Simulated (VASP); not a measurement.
# Sr3Ti3HNO9 in VASP: single point with PBE

Aim: the single point of Sr3Ti3HNO9 with PBE.

All numbers are computed with VASP 6.6.1; they aren't measurements. Logs are shortened: lines on timing, memory, paths and dates and some standing lists are left out, and cuts for length are marked.

## Step 1: The cell of the first run

The cell holds a slab with vacuum, 17 atoms: a = 5.533 Å, b = 5.533 Å, c = 18.647 Å, α = 90.00°, β = 90.00°, γ = 60.00°.

## Step 2: Single point, PBE

File INCAR:

```
ALGO     = Normal         # electronic algorithm
EDIFF    = 1E-6           # SCF threshold, eV
ENCUT    = 520            # plane-wave cutoff, eV
GGA      = PE             # functional
ISIF     = 2              # what is computed and relaxed
ISMEAR   = -1             # smearing method
LASPH    = True           # aspherical terms in the spheres
LCHARG   = True           # write CHGCAR
LELF     = True           # ELF
LREAL    = Auto         
LVHAR    = True         
LWAVE    = False          # write WAVECAR
NBANDS   = 77             # bands
NELM     = 80             # most SCF steps
PREC     = Accurate       # precision mode
SIGMA    = 0.02           # smearing width, eV
```

File KPOINTS:

```
k-points
0
Gamma
  2 2 1
```

File POSCAR:

```
Sr3Ti3HNO9
1.0
    5.5333950000      0.0000000000      0.0000000000
    2.7666980000      4.7920610000      0.0000000000
    0.0000000000      0.0000000000     18.6474980000
Sr Ti O N H
3 3 9 1 1
Direct
    0.0000000000      0.0000000000      0.0536264972
    0.6666015784      0.6665816650      0.1704357335
    0.3324506789      0.3324248168      0.2944577337
    0.3333289206      0.3333430021      0.1141976259
    1.0003545064      0.0005216962      0.2313232585
    0.6631461178      0.6652878584      0.3513071834
    0.5000004518      0.0000000000      0.0536264972
    0.4999947788      0.4999936353      0.0536264972
   -0.0000056730      0.4999936353      0.0536264972
    0.1663923012      0.6655174047      0.1911355615
    0.1676573749      0.1676314221      0.1912320892
    0.6654979650      0.1664210869      0.1911194735
    0.8268010008      0.3357010689      0.3102668251
    0.8341067384      0.8341922192      0.3150985725
    0.3356340416      0.8267632653      0.3093015481
    0.1185531976      0.1006247625      0.4219440056
    0.1276945401      0.1203657466      0.4773616278
```

Potentials or basis: VASP PAW PBE potentials, release 64 (Sr_sv, Ti_sv, O, N, H).

Started as:

```bash
> cat potpaw_PBE.64/Sr_sv/POTCAR potpaw_PBE.64/Ti_sv/POTCAR potpaw_PBE.64/O/POTCAR potpaw_PBE.64/N/POTCAR potpaw_PBE.64/H/POTCAR > POTCAR
> mpirun -np 1 vasp_std > vasp.out
```

OUTCAR:

```text
EDIFF = 1E-6
   ENCUT = 520
   GGA = PE
   ISIF = 2
   ISMEAR = -1
   LASPH = True
   LREAL = Auto
   NELM = 80
   PREC = Accurate

 ion  position               nearest neighbor table
   1  0.000  0.000  0.054-   9 2.77   8 2.77   7 2.77   7 2.77   8 2.77   9 2.77  12 3.02  10 3.02
                            11 3.03   5 3.31   4 3.39   4 3.39   4 3.39   2 3.87   2 3.87   2 3.87
   2  0.667  0.667  0.170-   8 2.70   9 2.70   7 2.70  10 2.79  12 2.79  11 2.79  11 2.79  12 2.80
                            10 2.80  15 3.04  13 3.05  14 3.14   4 3.36   4 3.36   4 3.36   6 3.37
   3  0.332  0.332  0.294-  11 2.49  10 2.50  12 2.50  15 2.76  13 2.76  14 2.79  14 2.79  15 2.80
                            13 2.80  16 3.20   6 3.35   4 3.36   6 3.37   6 3.38   5 3.39   5 3.41
   4  0.333  0.333  0.114-   8 1.96   9 1.96   7 1.96  11 2.14  12 2.14  10 2.14   3 3.36   2 3.36
                             2 3.36   2 3.36   1 3.39   1 3.39   1 3.39
   5  0.000  0.001  0.231-  11 1.77  12 1.77  10 1.77  15 2.17  13 2.18  14 2.23   1 3.31   2 3.39
                             2 3.39   3 3.39   2 3.40   3 3.41   3 3.41
   6  0.663  0.665  0.351-  15 1.75  13 1.76  14 1.76   3 3.35   3 3.37   2 3.37   3 3.38
   7  0.500  0.000  0.054-   4 1.96   2 2.70   1 2.77   1 2.77
   8  0.500  0.500  0.054-   4 1.96   2 2.70   1 2.77   1 2.77
   9  1.000  0.500  0.054-   4 1.96   2 2.70   1 2.77   1 2.77
  10  0.166  0.666  0.191-   5 1.77   4 2.14   3 2.50   2 2.79   2 2.80   1 3.02
  11  0.168  0.168  0.191-   5 1.77   4 2.14   3 2.49   2 2.79   2 2.79   1 3.03
  12  0.665  0.166  0.191-   5 1.77   4 2.14   3 2.50   2 2.79   2 2.80   1 3.02
  13  0.827  0.336  0.310-   6 1.76   5 2.18   3 2.76   3 2.80   2 3.05
  14  0.834  0.834  0.315-   6 1.76   5 2.23   3 2.79   3 2.79   2 3.14
  15  0.336  0.827  0.309-   6 1.75   5 2.17   3 2.76   3 2.80   2 3.04
  16  0.119  0.101  0.422-  17 1.04   3 3.20
  17  0.128  0.120  0.477-  16 1.04

  LATTYP: Found a hexagonal cell.
 ALAT       =     5.5333955625
 C/A-ratio  =     3.3699918593

  Lattice vectors:

 A1 = (  -2.7666980000,  -4.7920610000,   0.0000000000)
 A2 = (   5.5333950000,   0.0000000000,   0.0000000000)
 A3 = (   0.0000000000,   0.0000000000,  18.6474980000)

Analysis of symmetry for initial positions (statically):
=====================================================================
 Subroutine PRICEL returns:
 Original cell was already a primitive cell.

 Routine SETGRP: Setting up the symmetry group for a
 hexagonal supercell.

 Subroutine GETGRP returns: Found  1 space group operations
 (whereof  1 operations were pure point group operations)
 out of a pool of 24 trial point group operations.

The static configuration has the point symmetry C_1 .

Analysis of symmetry for dynamics (positions and initial velocities):
=====================================================================
 Subroutine PRICEL returns:
 Original cell was already a primitive cell.

 Routine SETGRP: Setting up the symmetry group for a
 hexagonal supercell.

 Subroutine GETGRP returns: Found  1 space group operations
 (whereof  1 operations were pure point group operations)
 out of a pool of 24 trial point group operations.

The dynamic configuration has the point symmetry C_1 .

 Subroutine INISYM returns: Found  1 space group operations
 (whereof  1 operations are pure point group operations),
 and found     1 'primitive' translations

----------------------------------------------------------------------------------------

                                     Primitive cell

  volume of cell :     494.4639

  direct lattice vectors                    reciprocal lattice vectors
     5.533395000  0.000000000  0.000000000     0.180720878 -0.104339258  0.000000000
     2.766698000  4.792061000  0.000000000     0.000000000  0.208678479  0.000000000
     0.000000000  0.000000000 18.647498000     0.000000000  0.000000000  0.053626497

  length of vectors
     5.533395000  5.533395562 18.647498000     0.208678500  0.208678479  0.053626497

  position of ions in fractional coordinates (direct lattice)
     0.000000000  0.000000000  0.053626497
     0.666601578  0.666581665  0.170435733
     0.332450679  0.332424817  0.294457734
     0.333328921  0.333343002  0.114197626
     0.000354506  0.000521696  0.231323258
     0.663146118  0.665287858  0.351307183
[... 9 lines left out ...]
     0.118553198  0.100624762  0.421944006
     0.127694540  0.120365747  0.477361628

  ion indices of the primitive-cell ions
   primitive index   ion index
                 1           1
                 2           2
                 3           3
                 4           4
                 5           5
                 6           6
[... 9 lines left out ...]
                16          16
                17          17

----------------------------------------------------------------------------------------

 KPOINTS: k-points

Automatic generation of k-mesh.
 Grid dimensions read from file:
 generate k-points for:    2    2    1

 Generating k-lattice:

  Cartesian coordinates                     Fractional coordinates (reciprocal lattice)
     0.090360439 -0.052169629  0.000000000     0.500000000 -0.000000000  0.000000000
     0.000000000  0.104339239  0.000000000     0.000000000  0.500000000  0.000000000
     0.000000000  0.000000000  0.053626497     0.000000000  0.000000000  1.000000000

  Length of vectors
     0.104339250  0.104339239  0.053626497

  Shift w.r.t. Gamma in fractional coordinates (k-lattice)
     0.000000000  0.000000000  0.000000000

 Subroutine IBZKPT returns following result:
 ===========================================

 Found      4 irreducible k-points:

 Following reciprocal coordinates:
            Coordinates               Weight
  0.000000  0.000000  0.000000      1.000000
  0.500000  0.000000  0.000000      1.000000
  0.500000  0.500000  0.000000      1.000000
  0.000000  0.500000  0.000000      1.000000
   k-points           NKPTS =      4   k-points in BZ     NKDIM =      4   number of bands    NBANDS=     77
   number of dos      NEDOS =    301   number of ions     NIONS =     17
   total plane-waves  NPLWV = 246960
   dimension x,y,z NGX =    42 NGY =   42 NGZ =  140
   dimension x,y,z NGXF=    84 NGYF=   84 NGZF=  280
   ions per type =               3   3   9   1   1
   NGX,Y,Z   is equivalent  to a cutoff of  12.62, 12.62, 12.48 a.u.
   NGXF,Y,Z  is equivalent  to a cutoff of  25.24, 25.24, 24.96 a.u.
 SYSTEM =  unknown system
   PREC   = accura    normal or accurate (medium, high low for compatibility)
   ISTART =      0    job   : 0-new  1-cont  2-samecut
   ICHARG =      2    charge: 1-file 2-atom 10-const
   ISPIN  =      1    spin polarized calculation?
   LNONCOLLINEAR =      F non collinear calculations
   LSORBIT =      F    spin-orbit coupling
   LASPH  =      T    aspherical Exc in radial PAW
   ENCUT  =  520.0 eV  38.22 Ry    6.18 a.u.  10.29 10.29 34.67*2*pi/ulx,y,z
   NELM   =     80;   NELMIN=  2; NELMDL= -5     # of ELM steps
   EDIFF  = 0.1E-05   stopping-criterion for ELM
   LREAL  =      T    real-space projection
   EDIFFG = 0.1E-04   stopping-criterion for IOM
   NSW    =      0    number of steps for IOM
   IBRION =     -1    ionic relax: 0-MD 1-quasi-New 2-CG
   NFREE  =      0    steps in history (QN), initial steepest desc. (CG)
   ISIF   =      2    stress and relaxation
   ISYM   =      2    0-nonsym 1-usesym 2-fastsym
   POTIM  = 0.5000    time-step for ionic-motion
   TEBEG  =    0.0;   TEEND  =   0.0 temperature during run
   PSTRESS=    0.0 pullay stress
   NELECT =     126.0000    total number of electrons
   NUPDOWN=      -1.0000    fix difference up-down
   EMIN   =  10.00;   EMAX   =-10.00  energy-range for DOS
   EFERMI =   0.00;   METHOD = LEGACY
   ISMEAR =    -1;   SIGMA  =   0.02  broadening in eV -4-tet -1-fermi 0-gaus
   EFERMI_NEDOS =   21; number of points for ismear=-14 and -15
   IALGO  =     38    algorithm
   IMIX   =      4    mixing-type and parameters
     AMIX     =   0.40;   BMIX     =  1.00
     AMIX_MAG =   1.60;   BMIX_MAG =  1.00
  volume/ion in A,a.u.               =      29.09       196.28
  Fermi-wavevector in a.u.,A,eV,Ry     =   1.037895  1.961337 14.656554  1.077226
  Thomas-Fermi vector in A             =   2.172354
   LORBIT       =      0    0 simple, 1 ext, 2 COOP (PROOUT), +10 PAW based schemes
   GGA     = PE    functional components
   LHFCALC =     F    Hartree Fock is set to
   AEXX    =    0.0000 exact exchange contribution
   IVDW    =     0    specifies the selected vdW correction
   LEPSILON=     F    determine dielectric tensor
   LRPA    =     F    only Hartree local field effects (RPA)
 non-spin polarized calculation
  energy-cutoff  :      520.00
  volume of cell :      494.46
 maximum number of plane-waves:     13340
 NGX is ok and might be reduce to    42
   NGX = 21   NGY = 21   NGZ = 69

 number of electron     125.9999986 magnetization

 Free energy of the ion-electron system (eV)
  ---------------------------------------------------
  ext. energy  EPLUGINS =         0.00000000
  ---------------------------------------------------
  free energy    TOTEN  =      -120.62943884 eV

  energy without entropy =     -120.58931789  energy(sigma->0) =     -120.60937836

 E-fermi :  -1.2465     XC(G=0):  -5.3369

 val. band max:       -1.2625375691   @ k =   0.0000   0.0000   0.0000
 cond. band min:      -1.2423211162   @ k =   0.0000   0.0000   0.0000
 fundamental gap:      0.0202164528
 Fermi energy:        -1.2464741001

 k-point     1 :       0.0000    0.0000    0.0000
  band No.  band energies     occupation
      1     -58.4788      2.00000
      2     -58.3437      2.00000
      3     -57.8392      2.00000
      4     -35.2821      2.00000
      5     -35.2245      2.00000
      6     -35.1826      2.00000
[... 67 lines left out ...]
     74       2.2252      0.00000
     75       2.6538      0.00000

 k-point     2 :       0.5000    0.0000    0.0000
  band No.  band energies     occupation
      1     -58.4788      2.00000
      2     -58.3437      2.00000
      3     -57.8392      2.00000
      4     -35.2906      2.00000
      5     -35.2192      2.00000
      6     -35.1953      2.00000
[... 67 lines left out ...]
     74       2.5005      0.00000
     75       2.7618      0.00000

 k-point     3 :       0.5000    0.5000    0.0000
  band No.  band energies     occupation
      1     -58.4788      2.00000
      2     -58.3437      2.00000
      3     -57.8392      2.00000
      4     -35.2912      2.00000
      5     -35.2193      2.00000
      6     -35.1954      2.00000
[... 67 lines left out ...]
     74       2.5072      0.00000
     75       2.7938      0.00000

 k-point     4 :       0.0000    0.5000    0.0000
  band No.  band energies     occupation
      1     -58.4788      2.00000
      2     -58.3437      2.00000
      3     -57.8392      2.00000
      4     -35.2905      2.00000
      5     -35.2192      2.00000
      6     -35.1953      2.00000
[... 67 lines left out ...]
     74       2.5190      0.00000
     75       2.7618      0.00000
 [bands above 75 left out]

------------------------ aborting loop because EDIFF is reached ----------------------------------------

  FORCE on cell =-STRESS in cart. coord.  units (eV):
  Direction    XX          YY          ZZ          XY          YZ          ZX
  --------------------------------------------------------------------------------------
  -------------------------------------------------------------------------------------
  Total        1.8023047      0.8265883     -0.3569860      1.0256831      1.1657059      2.1818519
  in kB        5.8398840      2.6783373     -1.1567172      3.3234505      3.7771565      7.0697046
  external PRESSURE =       2.4538347 kB  Pullay stress =       0.0000000 kB

 VOLUME and BASIS-vectors are now :
 -----------------------------------------------------------------------------
  energy-cutoff  :      520.00
  volume of cell :      494.46
      direct lattice vectors                 reciprocal lattice vectors
     5.533395000  0.000000000  0.000000000     0.180720878 -0.104339258  0.000000000
     2.766698000  4.792061000  0.000000000     0.000000000  0.208678479  0.000000000
     0.000000000  0.000000000 18.647498000     0.000000000  0.000000000  0.053626497

 POSITION                                       TOTAL-FORCE (eV/Angst)
 -----------------------------------------------------------------------------------
      0.00000      0.00000      1.00000        -0.007451     -0.004401     -1.259776
      5.53280      3.19430      3.17820        -0.011236      0.001443     -1.249257
      2.75930      1.59300      5.49090        -0.222836     -0.120739      1.048699
      2.76670      1.59740      2.12950        -0.013277     -0.002610     -5.376712
      0.00340      0.00250      4.31360        -0.031385     -0.063824      4.026160
      5.51010      3.18810      6.55100         0.034333      0.202700      0.832926
[... 9 lines left out ...]
      0.93440      0.48220      7.86820         0.760284      0.412623      0.373272
      1.03960      0.57680      8.90160        -0.006771     -0.032647      0.307941
 -----------------------------------------------------------------------------------
    total drift:                                0.012794     -0.000398     -0.022044

  FREE ENERGIE OF THE ION-ELECTRON SYSTEM (eV)
  ---------------------------------------------------
  free  energy   TOTEN  =      -120.6294388359 eV

  energy  without entropy=     -120.5893178941  energy(sigma->0) =     -120.60937836
```

Wall time 11 min (1 thread of Intel Xeon Platinum 8488C (Sapphire Rapids), shared host); peak memory 0.62 GiB.

Results:

| Property | Result |
| --- | --- |
| Free energy | -120.6294 eV |
| Largest force | 5.377 eV/Å |
| Band gap on the k mesh | zero (bands 63 and 64 overlap by 0.08 eV) |

Forces on the atoms (eV/Å):
```
Sr  -0.007 -0.004 -1.260
Sr  -0.011  0.001 -1.249
Sr  -0.223 -0.121  1.049
Ti  -0.013 -0.003 -5.377
Ti  -0.031 -0.064  4.026
Ti   0.034  0.203  0.833
O   -0.007  1.498  2.410
O   -1.289 -0.743  2.384
O    1.294 -0.755  2.408
O   -0.082 -1.076 -1.393
O    0.898  0.542 -1.409
O   -0.982  0.500 -1.374
O   -0.192  0.031 -0.670
O   -0.163 -0.089 -0.269
O    0.022 -0.300 -0.791
N    0.760  0.413  0.373
H   -0.007 -0.033  0.308
```

Levels at points of the mesh, in eV from the Fermi level:
| k point | band 60 | band 61 | band 62 | band 63 | band 64 | band 65 | band 66 | band 67 |
| --- | --- | --- | --- | --- | --- | --- | --- | --- |
| (0.00, 0.00, 0.00) | -0.03 | -0.02 | 0.00 | 0.03 | 0.09 | 1.61 | 2.12 | 2.13 |
| (0.50, 0.00, 0.00) | -0.96 | -0.93 | -0.47 | -0.08 | -0.03 | 2.23 | 2.27 | 2.34 |
| (0.50, 0.50, 0.00) | -0.97 | -0.94 | -0.11 | -0.07 | 0.02 | 1.93 | 2.19 | 2.28 |
| (0.00, 0.50, 0.00) | -0.96 | -0.93 | -0.46 | -0.08 | -0.04 | 2.22 | 2.26 | 2.35 |

Caveat: the k points lie up to 0.66 Å⁻¹ apart; there is no dipole correction, which matters where the two faces differ; semilocal functionals often make such compounds metallic where correlation or magnetic order opens a gap, which also shifts bond lengths.

The gap in the log of VASP goes by the Fermi energy; the results here count the filled bands.